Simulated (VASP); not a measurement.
# CuI (Marshite) (F-43m) in VASP: notebook, part 2 of 2

VASP 6.6.1.

## 4. Relaxation of cell and atoms, LDA

This run uses another cell than the first one, of 27.86 Å³/atom, 1.024 times its volume.

Input file INCAR:

```
  PREC = Accurate
  ENCUT = 600
  EDIFF = 1E-6
  ISMEAR = -1
  SIGMA = 0.05
  LREAL = F
  LASPH = T
  NELM = 100
  ALGO = Normal
  ISIF = 3
  LWAVE = F
  LCHARG = F
  IBRION = 2
  NSW = 80
  EDIFFG = -0.02
```

Input file KPOINTS:

```
Automatic mesh
0
Gamma
  8 8 8
```

Input file POSCAR:

```
CuI
1.0
    0.0000000000      3.0315000000      3.0315000000
    3.0315000000      0.0000000000      3.0315000000
    3.0315000000      3.0315000000      0.0000000000
I Cu
1 1
Direct
    0.0000000000      0.0000000000      0.0000000000
    0.7500000000      0.7500000000      0.7500000000
```

Potentials or basis: VASP PAW LDA potentials, release 64 (I, Cu).

Run with:

```bash
cat potpaw_LDA.64/I/POTCAR potpaw_LDA.64/Cu/POTCAR > POTCAR
mpirun -np 1 vasp_std > vasp.out
```

It took 25 s on 1 thread of Intel Xeon 6975P-C (Granite Rapids), shared host; peak memory 0.19 GiB.

It converged, with:

```
Free energy                            : -6.9971 eV
Relaxed volume                         : 25.19 Å³/atom
Relaxed cell                           : a = 4.145 Å, b = 4.145 Å, c = 4.145 Å, α = 60.00°, β = 60.00°, γ = 60.00°
Space group after relaxing (to 0.05 Å) : F-43m (No. 216)
Energy gained by relaxing              : 39.3 meV/atom
Ionic steps                            : 3
Pressure after relaxing                : 0.1 GPa
Band gap on the k mesh                 : 1.28 eV, direct
```

Step by step:
```csv
step,energy change (eV),largest force (eV/Å),pressure (GPa),volume (Å³)
1,0.0000,0.0000,-4.16,55.72
2,-0.0782,0.0000,0.33,50.09
3,-0.0786,0.0000,0.11,50.37
```

Final structure:
```
CELL_PARAMETERS angstrom
0.00000 2.93130 2.93130
2.93130 0.00000 2.93130
2.93130 2.93130 0.00000
ATOMIC_POSITIONS crystal
I 0.00000 0.00000 0.00000
Cu 0.75000 0.75000 0.75000
```

Levels at points of the mesh, in eV from the valence-band top:
```
           k point  band 6  band 7  band 8  band 9  band 10  band 11  band 12  band 13
(0.00, 0.00, 0.00)   -2.38    0.00    0.00    0.00     1.28     4.75     4.75     4.75
(0.50, 0.00, 0.00)   -2.35   -2.29   -0.90   -0.90     2.15     5.32     5.32     7.37
(0.50, 0.50, 0.00)   -2.29   -2.28   -1.93   -1.93     2.41     2.77     9.78    10.24
```

Caveat: spin-orbit coupling is left out, which moves the levels of the heavy elements.

## 5. Relaxation of cell and atoms, PBEsol+D3(BJ)

This run uses another cell than the first one, of 27.86 Å³/atom, 1.024 times its volume.

Input file INCAR:

```
SYSTEM = CuI
PREC = Accurate
ENCUT = 600
EDIFF = 1E-6
ISMEAR = -1
SIGMA = 0.05
LREAL = .FALSE.
LASPH = .TRUE.
NELM = 100
ALGO = Normal
ISIF = 3
LWAVE = .FALSE.
LCHARG = .FALSE.
GGA = PS
IVDW = 12
IBRION = 2
NSW = 80
EDIFFG = -0.01
```

Input file KPOINTS:

```
Automatic mesh
0
G
  8 8 8
  0 0 0
```

POSCAR is that of step 4.

Potentials or basis: VASP PAW PBE potentials, release 64 (I, Cu).

Run with:

```bash
cat potpaw_PBE.64/I/POTCAR potpaw_PBE.64/Cu/POTCAR > POTCAR
mpirun -np 1 vasp_std > vasp.out
```

OUTCAR:

```text
SYSTEM = CuI
   PREC = Accurate
   ENCUT = 600
   EDIFF = 1E-6
   ISMEAR = -1
   LREAL = .FALSE.
   LASPH = .TRUE.
   NELM = 100
   ISIF = 3
   GGA = PS
   IVDW = 12
   IBRION = 2
   NSW = 80
   EDIFFG = -0.01
 IVDW          = 12

 ion  position               nearest neighbor table
   1  0.000  0.000  0.000-   2 2.63   2 2.63   2 2.63   2 2.63
   2  0.750  0.750  0.750-   1 2.63   1 2.63   1 2.63   1 2.63

  LATTYP: Found a face centered cubic cell.
 ALAT       =     6.0630000000

  Lattice vectors:

 A1 = (   0.0000000000,   3.0315000000,   3.0315000000)
 A2 = (   3.0315000000,   0.0000000000,   3.0315000000)
 A3 = (   3.0315000000,   3.0315000000,   0.0000000000)

Analysis of symmetry for initial positions (statically):
=====================================================================
 Subroutine PRICEL returns:
 Original cell was already a primitive cell.

 Routine SETGRP: Setting up the symmetry group for a
 face centered cubic supercell.

 Subroutine GETGRP returns: Found 24 space group operations
 (whereof 24 operations were pure point group operations)
 out of a pool of 48 trial point group operations.

The static configuration has the point symmetry T_d .

Analysis of symmetry for dynamics (positions and initial velocities):
=====================================================================
 Subroutine PRICEL returns:
 Original cell was already a primitive cell.

 Routine SETGRP: Setting up the symmetry group for a
 face centered cubic supercell.

 Subroutine GETGRP returns: Found 24 space group operations
 (whereof 24 operations were pure point group operations)
 out of a pool of 48 trial point group operations.

The dynamic configuration has the point symmetry T_d .

 Subroutine INISYM returns: Found 24 space group operations
 (whereof 24 operations are pure point group operations),
 and found     1 'primitive' translations

----------------------------------------------------------------------------------------

                                     Primitive cell

  volume of cell :      55.7189

  direct lattice vectors                    reciprocal lattice vectors
     0.000000000  3.031500000  3.031500000    -0.164934851  0.164934851  0.164934851
     3.031500000  0.000000000  3.031500000     0.164934851 -0.164934851  0.164934851
     3.031500000  3.031500000  0.000000000     0.164934851  0.164934851 -0.164934851

  length of vectors
     4.287188414  4.287188414  4.287188414     0.285675541  0.285675541  0.285675541

  position of ions in fractional coordinates (direct lattice)
     0.000000000  0.000000000  0.000000000
     0.750000000  0.750000000  0.750000000

  ion indices of the primitive-cell ions
   primitive index   ion index
                 1           1
                 2           2

[... 140 lines left out ...]
     10       5.3112      0.00015
     11       9.1107      0.00000
     12       9.1107      0.00000
     13       9.1107      0.00000
[... 356 lines left out ...]
      2      -1.0618      2.00000
      3       0.0933      2.00000
      4       0.6121      2.00000
      5       2.3412      2.00000
      6       2.4175      2.00000
      7       2.5321      2.00000
      8       2.9595      2.00000
      9       3.2658      2.00000
     10       7.7235      0.00000
     11       8.8660      0.00000
     12      10.4388      0.00000
     13      11.5948      0.00000

 [... further k-points ...]

------------------------ aborting loop because EDIFF is reached ----------------------------------------

 Edisp (eV)   -0.63886

 E8    (eV) :    -0.4236

  FORCE on cell =-STRESS in cart. coord.  units (eV):
  Direction    XX          YY          ZZ          XY          YZ          ZX
  --------------------------------------------------------------------------------------
  -------------------------------------------------------------------------------------
  Total      -1.38091    -1.38091    -1.38091     0.00000     0.00000     0.00000
  in kB     -39.70766   -39.70766   -39.70766     0.00000     0.00000     0.00000
  external pressure =      -39.71 kB  Pullay stress =        0.00 kB

 VOLUME and BASIS-vectors are now :
 -----------------------------------------------------------------------------
  energy-cutoff  :      600.00
  volume of cell :       55.72
      direct lattice vectors                 reciprocal lattice vectors
     0.000000000  3.031500000  3.031500000    -0.164934851  0.164934851  0.164934851
     3.031500000  0.000000000  3.031500000     0.164934851 -0.164934851  0.164934851
     3.031500000  3.031500000  0.000000000     0.164934851  0.164934851 -0.164934851

 POSITION                                       TOTAL-FORCE (eV/Angst)
 -----------------------------------------------------------------------------------
      0.00000      0.00000      0.00000        -0.000000     -0.000000      0.000000
      4.54725      4.54725      4.54725         0.000000      0.000000     -0.000000
 -----------------------------------------------------------------------------------
    total drift:                               -0.000000     -0.000000     -0.000000

  FREE ENERGIE OF THE ION-ELECTRON SYSTEM (eV)
  ---------------------------------------------------
  free  energy   TOTEN  =        -6.9333901732 eV

  energy  without entropy=       -6.9333898258  energy(sigma->0) =       -6.93339000

--------------------------------------- Ionic step        2  -------------------------------------------

 number of electron      18.0000004 magnetization

 Free energy of the ion-electron system (eV)
  ---------------------------------------------------
  ext. energy  EPLUGINS =         0.00000000
  ---------------------------------------------------
  free energy    TOTEN  =        -6.30618146 eV

  energy without entropy =       -6.30618144  energy(sigma->0) =       -6.30618145

 E-fermi :   6.1344     XC(G=0):  -9.6148

 val. band max:        5.4424957620   @ k =   0.0000   0.0000   0.0000
 cond. band min:       6.7568394141   @ k =   0.0000   0.0000   0.0000
 fundamental gap:      1.3143436521
 Fermi energy:         6.1343681027

 k-point     1 :       0.0000    0.0000    0.0000
  band No.  band energies     occupation
      1      -9.1647      2.00000
      2       1.2989      2.00000
      3       1.2989      2.00000
      4       1.2989      2.00000
      5       3.1069      2.00000
      6       3.1069      2.00000
      7       5.4425      2.00000
      8       5.4425      2.00000
      9       5.4425      2.00000
     10       6.7568      0.00001
     11      10.1519      0.00000
     12      10.1519      0.00000
     13      10.1519      0.00000
[... 356 lines left out ...]
      2      -0.5179      2.00000
      3       0.7337      2.00000
      4       1.3136      2.00000
      5       3.0252      2.00000
      6       3.1177      2.00000
      7       3.2540      2.00000
      8       3.7885      2.00000
      9       4.1616      2.00000
     10       9.0964      0.00000
     11       9.8962      0.00000
     12      11.7696      0.00000
     13      13.0104      0.00000

 [... further k-points ...]

------------------------ aborting loop because EDIFF is reached ----------------------------------------

 Edisp (eV)   -0.70610

 E8    (eV) :    -0.4676

  FORCE on cell =-STRESS in cart. coord.  units (eV):
  Direction    XX          YY          ZZ          XY          YZ          ZX
  --------------------------------------------------------------------------------------
  -------------------------------------------------------------------------------------
  Total       0.01299     0.01299     0.01299     0.00000     0.00000     0.00000
  in kB       0.41333     0.41333     0.41333     0.00000     0.00000     0.00000
  external pressure =        0.41 kB  Pullay stress =        0.00 kB

 VOLUME and BASIS-vectors are now :
 -----------------------------------------------------------------------------
  energy-cutoff  :      600.00
  volume of cell :       50.33
      direct lattice vectors                 reciprocal lattice vectors
     0.000000000  2.930522377  2.930522377    -0.170618045  0.170618045  0.170618045
     2.930522377  0.000000000  2.930522377     0.170618045 -0.170618045  0.170618045
     2.930522377  2.930522377  0.000000000     0.170618045  0.170618045 -0.170618045

 POSITION                                       TOTAL-FORCE (eV/Angst)
 -----------------------------------------------------------------------------------
      5.86104      2.93052      2.93052        -0.000000      0.000000     -0.000000
      4.39578      4.39578      4.39578         0.000000     -0.000000      0.000000
 -----------------------------------------------------------------------------------
    total drift:                               -0.000000     -0.000000     -0.000000

  FREE ENERGIE OF THE ION-ELECTRON SYSTEM (eV)
  ---------------------------------------------------
  free  energy   TOTEN  =        -7.0122792692 eV

  energy  without entropy=       -7.0122792470  energy(sigma->0) =       -7.01227926

 reached required accuracy - stopping structural energy minimisation
```

OSZICAR:

```text
N       E                     dE             d eps       ncg     rms          rms(c)
DAV:   1     0.104538464351E+03    0.10454E+03   -0.84242E+03   754   0.167E+03
DAV:   2     0.170847197967E+01   -0.10283E+03   -0.95844E+02   764   0.279E+02
DAV:   3    -0.631505281524E+01   -0.80235E+01   -0.78427E+01  1038   0.851E+01
DAV:   4    -0.657865856075E+01   -0.26361E+00   -0.26334E+00   817   0.138E+01
[... 22 lines left out ...]
DAV:  10    -0.630623368585E+01    0.31226E-05   -0.72268E-06   961   0.234E-02    0.160E-01
DAV:  11    -0.630621470462E+01    0.18981E-04   -0.28283E-05  1072   0.171E-01    0.466E-02
DAV:  12    -0.630618268692E+01    0.32018E-04   -0.85629E-05  1010   0.310E-01    0.258E-02
DAV:  13    -0.630618188651E+01    0.80040E-06   -0.19137E-05  1128   0.381E-02    0.137E-02
DAV:  14    -0.630618146109E+01    0.42543E-06   -0.63765E-07   417   0.284E-02
   2 F= -.70122793E+01 E0= -.70122793E+01  d E =-.788891E-01
```

It took 27 s on 1 thread of Intel Xeon 6975P-C (Granite Rapids), shared host; peak memory 0.23 GiB.

Results:

```yaml
Free_energy: -7.0123 eV
Relaxed_volume: 25.17 Å³/atom
Relaxed_cell: a = 4.144 Å, b = 4.144 Å, c = 4.144 Å, α = 60.00°, β = 60.00°, γ = 60.00°
Space_group_after_relaxing_to_0.05_Å: F-43m (No. 216)
Energy_gained_by_relaxing: 39.4 meV/atom
Ionic_steps: 2
Pressure_after_relaxing: 0.0 GPa
Band_gap_on_the_k_mesh: 1.31 eV, direct
Dispersion_energy_per_atom: -0.353 eV
```

The path:
```
step  energy change (eV)  largest force (eV/Å)  pressure (GPa)  volume (Å³)
   1              0.0000                0.0000           -3.97        55.72
   2             -0.0789                0.0000            0.04        50.33
```

Final structure:
```yaml
crystal:
  lattice:
    - [0.00000, 2.93052, 2.93052]
    - [2.93052, 0.00000, 2.93052]
    - [2.93052, 2.93052, 0.00000]
  atoms:
    - { symbol: I, position: [0.00000, 0.00000, 0.00000] }
    - { symbol: Cu, position: [0.75000, 0.75000, 0.75000] }
```

Caveat: the PAW data sets were made with another functional, which shifts forces and pressure a little; spin-orbit coupling is left out, which moves the levels of the heavy elements. PBEsol gaps usually lie below the measured ones, often by a third to a half.

## 6. Single point, PBEsol+U

This run uses another cell than the first one, of 27.86 Å³/atom, 1.024 times its volume.

Input file INCAR:

```
SYSTEM = CuI
PREC = Accurate ; ENCUT = 520
EDIFF = 1E-7 ; ISMEAR = -1
SIGMA = 0.05 ; LREAL = .False.
LASPH = .True. ; NELM = 150
ALGO = Normal ; ISIF = 2
LWAVE = .False. ; LCHARG = .False.
LMAXMIX = 4 ; LDAU = .True.
LDAUTYPE = 2 ; LDAUL = -1 2
LDAUU = 0 8 ; LDAUJ = 0 0
LDAUPRINT = 1 ; GGA = PS
NBANDS = 16
```

Input file KPOINTS:

```
regular mesh
0
Gamma
  8 8 8
  0 0 0
```

POSCAR is that of step 5.

Potentials or basis: VASP PAW PBE potentials, release 64 (I, Cu).

Run with:

```bash
cat potpaw_PBE.64/I/POTCAR potpaw_PBE.64/Cu/POTCAR > POTCAR
mpirun -np 1 vasp_std > vasp.out
```

Wall time 15 s (1 thread of Intel Xeon Platinum 8488C (Sapphire Rapids), shared host); peak memory 0.18 GiB.

Results (log left out):

* Free energy: -4.2916 eV
* Pressure: -1.6 GPa
* Band gap on the k mesh: 2.17 eV, direct

Levels at points of the mesh, in eV from the valence-band top:
| k point | band 5 | band 6 | band 7 | band 8 | band 9 | band 10 | band 11 | band 12 | band 13 | band 14 |
| --- | --- | --- | --- | --- | --- | --- | --- | --- | --- | --- |
| (0.00, 0.00, 0.00) | -3.06 | -3.06 | 0.00 | 0.00 | 0.00 | 2.17 | 5.95 | 5.95 | 5.95 | 9.13 |
| (0.50, 0.00, 0.00) | -3.05 | -3.05 | -3.00 | -0.74 | -0.74 | 3.17 | 6.32 | 6.32 | 8.16 | 10.02 |
| (0.50, 0.50, 0.00) | -3.03 | -3.00 | -2.72 | -1.91 | -1.91 | 3.44 | 3.77 | 10.07 | 10.80 | 10.80 |

Eigenvalues of the final occupation matrices:
| site | spin | trace | eigenvalues |
| --- | --- | --- | --- |
| site 2 d | 1 | 4.79 | 0.95 0.95 0.96 0.96 0.96 |
| site 2 d | 2 | 4.79 | 0.95 0.95 0.96 0.96 0.96 |

Caveat: the PAW data sets were made with another functional, which shifts forces and pressure a little; spin-orbit coupling is left out, which moves the levels of the heavy elements.

## 7. The runs side by side

```csv
task,level,potentials or basis,U,cell,cutoff (eV),gap on the mesh (eV),pressure (GPa),relaxed volume (Å³/atom)
single point,BLYP+D4,"VASP PAW PBE potentials, release 64 (I, Cu)",-,"a = 4.253 Å, angles 60.0°, 2 atoms",520,1.29,0.1,-
relaxation of cell and atoms,BLYP+D4,"VASP PAW PBE potentials, release 64 (I, Cu)",-,"relaxed from a = 4.287 Å, angles 60.0°, 2 atoms",600,1.28,0.0,27.28
relaxation of cell and atoms,LDA,"VASP PAW LDA potentials, release 64 (I, Cu)",-,"relaxed from a = 4.287 Å, angles 60.0°, 2 atoms",600,1.28,0.1,25.19
relaxation of cell and atoms,PBEsol+D3(BJ),"VASP PAW PBE potentials, release 64 (I, Cu)",-,"relaxed from a = 4.287 Å, angles 60.0°, 2 atoms",600,1.31,0.0,25.17
single point,PBEsol+U,"VASP PAW PBE potentials, release 64 (I, Cu)",Cu d U = 8.0 eV,"a = 4.287 Å, angles 60.0°, 2 atoms",520,2.17,-1.6,-
```

Alike in all rows: no spin polarisation; k mesh 8 × 8 × 8; smearing fermi-dirac 0.05 eV.

Caveats: spin-orbit coupling is left out, which moves the levels of the heavy elements; the PAW data sets were made with another functional, which shifts forces and pressure a little (some runs).

Total energies depend on the potentials used, so only differences within one code and one set of settings carry meaning.
